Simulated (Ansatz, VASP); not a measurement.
**KBr in VASP and in Ansatz**

```
CELL_PARAMETERS angstrom
1.74217 4.35543 4.35543
4.35543 1.74217 4.35543
4.35543 4.35543 1.74217
ATOMIC_POSITIONS crystal
K 0.00000 0.00000 0.00000
Br 0.50000 0.50000 0.50000
```

Alike in both runs: task single point; functional r2SCAN; k mesh 8 × 8 × 8; occupations gaussian, width 0.05 eV; no spin polarisation.

|  | VASP | Ansatz |
| --- | --- | --- |
| version | VASP 6.6.1 | Ansatz 0.2.0 |
| potentials or method | VASP PAW PBE potentials, release 64 (K_sv, Br), cutoff 520 eV | scalar-relativistic, plane waves, PAW |
| valence electrons in the cell | 16 | 16 |

|  | VASP | Ansatz | Ansatz less VASP |
| --- | --- | --- | --- |
| pressure (GPa) | -0.7 | -0.7 | +0.02 |
| traceless stress, the component that is largest in VASP (GPa) | -7.61 | -7.61 | +0.005 |

VASP's potentials were made for PBE, not for r2SCAN.
